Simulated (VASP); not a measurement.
# Li (R-3m) in VASP: further runs, part 2 of 2

VASP 6.6.1.

**4. Single point, PBEsol (18.60 Å³/atom)**

This run uses another cell than the first one, of 18.60 Å³/atom.

Input file INCAR:

```
SYSTEM = Li
ALGO = Normal ; EDIFF = 1E-6
ENCUT = 520 ; GGA = PS
ISIF = 2 ; ISMEAR = -1
LASPH = .True. ; LCHARG = .False.
LREAL = .False. ; LWAVE = .False.
NBANDS = 12 ; NELM = 100
PREC = Accurate ; SIGMA = 0.1
```

Input file KPOINTS:

```
k-points
0
Gamma
  13 13 13
  0 0 0
```

Input file POSCAR:

```
Li
1.0
    1.4901730124      0.8603517898      7.2522093732
   -1.4901730124      0.8603517898      7.2522093732
    0.0000000000     -1.7207035797      7.2522093732
Li
3
Direct
    0.0000000000      1.0000000000      1.0000000000
    0.2221833269      0.2221833269      0.2221833269
    0.7778166731      0.7778166731      0.7778166731
```

Potentials or basis: VASP PAW PBE potentials, release 64 (Li_sv).

Run with:

```console
$ cat potpaw_PBE.64/Li_sv/POTCAR > POTCAR
$ mpirun -np 1 vasp_std > vasp.out
```

OUTCAR:

```text
SYSTEM = Li
   EDIFF = 1E-6
   ENCUT = 520
   GGA = PS
   ISIF = 2
   ISMEAR = -1
   LASPH = .True.
   LREAL = .False.
   NELM = 100
   PREC = Accurate

 ion  position               nearest neighbor table
   1  0.000  0.000  0.000-
   2  0.222  0.222  0.222-
   3  0.778  0.778  0.778-

  LATTYP: Found a trigonal (rhomboedric) cell.
 ALAT       =     7.4535469142
 COS(alpha) =     0.9200575591

  Lattice vectors:

 A1 = (   1.4901730124,   0.8603517898,   7.2522093732)
 A2 = (  -1.4901730124,   0.8603517898,   7.2522093732)
 A3 = (   0.0000000000,  -1.7207035797,   7.2522093732)

Analysis of symmetry for initial positions (statically):
=====================================================================
 Subroutine PRICEL returns:
 Original cell was already a primitive cell.

 Routine SETGRP: Setting up the symmetry group for a
 trigonal (rhombohedral) supercell.

 Subroutine GETGRP returns: Found 12 space group operations
 (whereof 12 operations were pure point group operations)
 out of a pool of 12 trial point group operations.

The static configuration has the point symmetry D_3d.

Analysis of symmetry for dynamics (positions and initial velocities):
=====================================================================
 Subroutine PRICEL returns:
 Original cell was already a primitive cell.

 Routine SETGRP: Setting up the symmetry group for a
 trigonal (rhombohedral) supercell.

 Subroutine GETGRP returns: Found 12 space group operations
 (whereof 12 operations were pure point group operations)
 out of a pool of 12 trial point group operations.

The dynamic configuration has the point symmetry D_3d.

 Subroutine INISYM returns: Found 12 space group operations
 (whereof 12 operations are pure point group operations),
 and found     1 'primitive' translations

----------------------------------------------------------------------------------------
[... 122 lines left out ...]
   AEXX    =    0.0000 exact exchange contribution
   IVDW    =     0    specifies the selected vdW correction
   LEPSILON=     F    determine dielectric tensor
   LRPA    =     F    only Hartree local field effects (RPA)
 non-spin polarized calculation
  energy-cutoff  :      520.00
  volume of cell :       55.79
 maximum number of plane-waves:      1536
   NGX = 27   NGY = 27   NGZ = 27

 number of electron       9.0000000 magnetization

 Free energy of the ion-electron system (eV)
  ---------------------------------------------------
  ext. energy  EPLUGINS =         0.00000000
  ---------------------------------------------------
  free energy    TOTEN  =        -5.90277832 eV

  energy without entropy =       -5.85290614  energy(sigma->0) =       -5.87784223

 E-fermi :   0.8759     XC(G=0):  -7.2315

 val. band max:        0.8740705379   @ k =  -0.3846   0.1538   0.0000
 cond. band min:       0.8782633118   @ k =  -0.3077   0.2308   0.0769
 fundamental gap:      0.0041927739
 Fermi energy:         0.8758578867

 k-point     1 :       0.0000    0.0000    0.0000
  band No.  band energies     occupation
      1     -44.8951      2.00000
      2     -44.8747      2.00000
      3     -44.8737      2.00000
      4      -2.7882      2.00000
      5      -0.7583      2.00000
      6      -0.7579      2.00000
      7       7.0369      0.00000
      8       7.0402      0.00000
      9      14.4136      0.00000
     10      14.4136      0.00000
     11      14.5645      0.00000
     12      14.5645      0.00000
[... 331 lines left out ...]
 k-point    24 :       0.4615    0.1538   -0.0000
  band No.  band energies     occupation
      1     -44.8701      2.00000
      2     -44.8639      2.00000
      3     -44.8605      2.00000
      4      -0.0109      1.99972
      5       1.2010      0.07454
      6       2.7262      0.00000
      7       4.7784      0.00000
      8       6.2684      0.00000
      9       7.0210      0.00000
     10       7.4870      0.00000
     11       8.7647      0.00000
     12      10.2892      0.00000

 [... further k-points ...]

------------------------ aborting loop because EDIFF is reached ----------------------------------------

  FORCE on cell =-STRESS in cart. coord.  units (eV):
  Direction    XX          YY          ZZ          XY          YZ          ZX
  --------------------------------------------------------------------------------------
  -------------------------------------------------------------------------------------
  Total        0.3929890      0.3929890      0.4925149      0.0000000     -0.0000000      0.0000000
  in kB       11.2864322     11.2864322     14.1447604      0.0000000     -0.0000000      0.0000000
  external PRESSURE =      12.2392082 kB  Pullay stress =       0.0000000 kB

 VOLUME and BASIS-vectors are now :
 -----------------------------------------------------------------------------
  energy-cutoff  :      520.00
  volume of cell :       55.79
      direct lattice vectors                 reciprocal lattice vectors
     1.490173012  0.860351790  7.252209373     0.335531509  0.193719207  0.045963005
    -1.490173012  0.860351790  7.252209373    -0.335531509  0.193719207  0.045963005
     0.000000000 -1.720703580  7.252209373     0.000000000 -0.387438414  0.045963005

 POSITION                                       TOTAL-FORCE (eV/Angst)
 -----------------------------------------------------------------------------------
      0.00000      0.00000      0.00000         0.000000      0.000000      0.000000
      0.00000     -0.00000      4.83396         0.000000     -0.000000      0.003202
      0.00000     -0.00000     16.92267         0.000000      0.000000     -0.003202
 -----------------------------------------------------------------------------------
    total drift:                               -0.000000     -0.000000      0.000000

  FREE ENERGIE OF THE ION-ELECTRON SYSTEM (eV)
  ---------------------------------------------------
  free  energy   TOTEN  =        -5.9027783162 eV

  energy  without entropy=       -5.8529061384  energy(sigma->0) =       -5.87784223
```

stdout:

```text
POSCAR found type information on POSCAR Li
 POSCAR found :  1 types and       3 ions
 scaLAPACK will be used
 -----------------------------------------------------------------------------
|                                                                             |
|                                                                             |
|     You enforced a specific xc type in the INCAR file but a different       |
|     I HOPE YOU KNOW WHAT YOU ARE DOING!                                     |
|                                                                             |
 -----------------------------------------------------------------------------

 LDA part: xc-table for (Slater+PW92), standard interpolation
 POSCAR, INCAR and KPOINTS ok, starting setup
 FFT: planning ... GRIDC
 FFT: planning ... GRID_SOFT
 FFT: planning ... GRID
 WAVECAR not read
 entering main loop
```

It took 9.7 min on 1 thread of Oxide Virtual Turin-like, shared host; peak memory 0.4 GiB.

What came out:

```
Free energy            : -5.9028 eV
Largest force          : 0.003 eV/Å
Band gap on the k mesh : zero (an odd number of electrons rules out a gap without spin polarisation)
```

Forces on the atoms (eV/Å):
```
Li   0.000  0.000  0.000
Li   0.000  0.000  0.003
Li   0.000  0.000 -0.003
```

Caveat: the cutoff is under 1.25 times the usual one of these potentials, so pressure, stress and relaxed cells hold a basis-set (Pulay) error; the PAW data sets were made with another functional, which shifts forces and pressure a little.

**5. Single point, PBEsol (19.40 Å³/atom)**

This run uses another cell than the first one, of 19.40 Å³/atom.

Input file INCAR:

```
ALGO = Normal
EDIFF = 1E-7
ENCUT = 520
GGA = PS
ISIF = 2
ISMEAR = -1
LASPH = T
LCHARG = F
LREAL = F
LWAVE = F
NBANDS = 12
NELM = 100
PREC = Accurate
SIGMA = 0.1
```

Input file KPOINTS:

```
k-points
0
Gamma
  13 13 13
```

Input file POSCAR:

```
Li
1.0
    1.5114640748      0.8726441905      7.3558263634
   -1.5114640748      0.8726441905      7.3558263634
    0.0000000000     -1.7452883810      7.3558263634
Li
3
Direct
    0.0000000000      1.0000000000      1.0000000000
    0.2221833269      0.2221833269      0.2221833269
    0.7778166731      0.7778166731      0.7778166731
```

Run with:

```console
$ cat potpaw_PBE.64/Li_sv/POTCAR > POTCAR
$ mpirun -np 1 vasp_std > vasp.out
```

Wall time 9.8 min (1 thread of Oxide Virtual Turin-like, shared host); peak memory 0.42 GiB.

It converged, with:

```yaml
Free_energy: -5.9181 eV
Band_gap_on_the_k_mesh: zero (an odd number of electrons rules out a gap without spin polarisation)
```

Forces in eV/Å, atoms in the order of the input:
```
Li   0.000  0.000  0.000
Li   0.000  0.000  0.003
Li   0.000  0.000 -0.003
```

Levels at points of the mesh, in eV from the Fermi level:
| k point | band 2 | band 3 | band 4 | band 5 | band 6 | band 7 | band 8 | band 9 |
| --- | --- | --- | --- | --- | --- | --- | --- | --- |
| (0.00, 0.00, 0.00) | -45.82 | -45.82 | -3.61 | -1.61 | -1.61 | 5.97 | 5.97 | 13.15 |

Caveat: the cutoff is under 1.25 times the usual one of these potentials, so pressure, stress and relaxed cells hold a basis-set (Pulay) error; the PAW data sets were made with another functional, which shifts forces and pressure a little.

**6. Single point, PBEsol (20.21 Å³/atom)**

Input file INCAR:

```
PREC = Accurate
ENCUT = 520
EDIFF = 1E-6
ISMEAR = -1
SIGMA = 0.1
LREAL = False
LASPH = True
NELM = 60
ALGO = Normal
ISIF = 2
LWAVE = False
LCHARG = False
GGA = PS
NBANDS = 12
```

Input file KPOINTS:

```
regular mesh
0
Gamma
  13 13 13
```

Input file POSCAR:

```
Li
1.0
    1.5321716354      0.8845997061      7.4566036311
   -1.5321716354      0.8845997061      7.4566036311
    0.0000000000     -1.7691994123      7.4566036311
Li
3
Direct
    0.0000000000      1.0000000000      1.0000000000
    0.2221833269      0.2221833269      0.2221833269
    0.7778166731      0.7778166731      0.7778166731
```

Potentials or basis: VASP PAW PBE potentials, release 64 (Li_sv).

Run with:

```console
$ cat potpaw_PBE.64/Li_sv/POTCAR > POTCAR
$ mpirun -np 1 vasp_std > vasp.out
```

OUTCAR:

```text
PREC = Accurate
   ENCUT = 520
   EDIFF = 1E-6
   ISMEAR = -1
   LREAL = False
   LASPH = True
   NELM = 60
   ISIF = 2
   GGA = PS

 ion  position               nearest neighbor table
   1  0.000  0.000  0.000-
   2  0.222  0.222  0.222-
   3  0.778  0.778  0.778-

  LATTYP: Found a trigonal (rhomboedric) cell.
 ALAT       =     7.6636156135
 COS(alpha) =     0.9200575591

  Lattice vectors:
[... 547 lines left out ...]

 [... further k-points ...]

------------------------ aborting loop because EDIFF is reached ----------------------------------------

  FORCE on cell =-STRESS in cart. coord.  units (eV):
  Direction    XX          YY          ZZ          XY          YZ          ZX
  --------------------------------------------------------------------------------------
  -------------------------------------------------------------------------------------
  Total       -0.0555965     -0.0555965      0.0383337      0.0000000     -0.0000000      0.0000000
  in kB       -1.4689660     -1.4689660      1.0128496      0.0000000     -0.0000000      0.0000000
  external PRESSURE =      -0.6416941 kB  Pullay stress =       0.0000000 kB

 VOLUME and BASIS-vectors are now :
 -----------------------------------------------------------------------------
  energy-cutoff  :      520.00
  volume of cell :       60.64
      direct lattice vectors                 reciprocal lattice vectors
     1.532171635  0.884599706  7.456603631     0.326334197  0.188409136  0.044703105
    -1.532171635  0.884599706  7.456603631    -0.326334197  0.188409136  0.044703105
     0.000000000 -1.769199412  7.456603631     0.000000000 -0.376818273  0.044703105

 POSITION                                       TOTAL-FORCE (eV/Angst)
 -----------------------------------------------------------------------------------
      0.00000      0.00000      0.00000        -0.000000     -0.000000     -0.000000
      0.00000     -0.00000      4.97020         0.000000     -0.000000      0.002737
      0.00000     -0.00000     17.39961         0.000000      0.000000     -0.002737
 -----------------------------------------------------------------------------------
    total drift:                                0.000000      0.000000      0.000000

  FREE ENERGIE OF THE ION-ELECTRON SYSTEM (eV)
  ---------------------------------------------------
  free  energy   TOTEN  =        -5.9236145859 eV

  energy  without entropy=       -5.8726908910  energy(sigma->0) =       -5.89815274
```

Run time: 11 min. Hardware: 1 thread of Oxide Virtual Turin-like, shared host; peak memory 0.48 GiB.

What came out:

```
Free energy            : -5.9236 eV
Band gap on the k mesh : zero (an odd number of electrons rules out a gap without spin polarisation)
```

Forces on the atoms (eV/Å):
```
Li   0.000  0.000  0.000
Li   0.000  0.000  0.003
Li   0.000  0.000 -0.003
```

Caveat: the cutoff is under 1.25 times the usual one of these potentials, so pressure, stress and relaxed cells hold a basis-set (Pulay) error; the PAW data sets were made with another functional, which shifts forces and pressure a little.

**7. Summary**

| cell | k mesh | gap on the mesh (eV) |
| --- | --- | --- |
| a = 7.664 Å, angles 23.1°, 3 atoms | 12 × 12 × 12 | none |
| a = 7.344 Å, angles 23.1°, 3 atoms | 13 × 13 × 13 | none |
| a = 7.454 Å, angles 23.1°, 3 atoms | 13 × 13 × 13 | none |
| a = 7.560 Å, angles 23.1°, 3 atoms | 13 × 13 × 13 | none |
| a = 7.664 Å, angles 23.1°, 3 atoms | 13 × 13 × 13 | none |

Alike in all rows: task single point; level PBEsol; potentials or basis VASP PAW PBE potentials, release 64 (Li_sv); no spin polarisation; cutoff (eV) 520; smearing fermi-dirac 0.1 eV.

Caveats: the cutoff is under 1.25 times the usual one of these potentials, so pressure, stress and relaxed cells hold a basis-set (Pulay) error; the PAW data sets were made with another functional, which shifts forces and pressure a little.

Absolute energies hang on the potentials; compare differences alone.
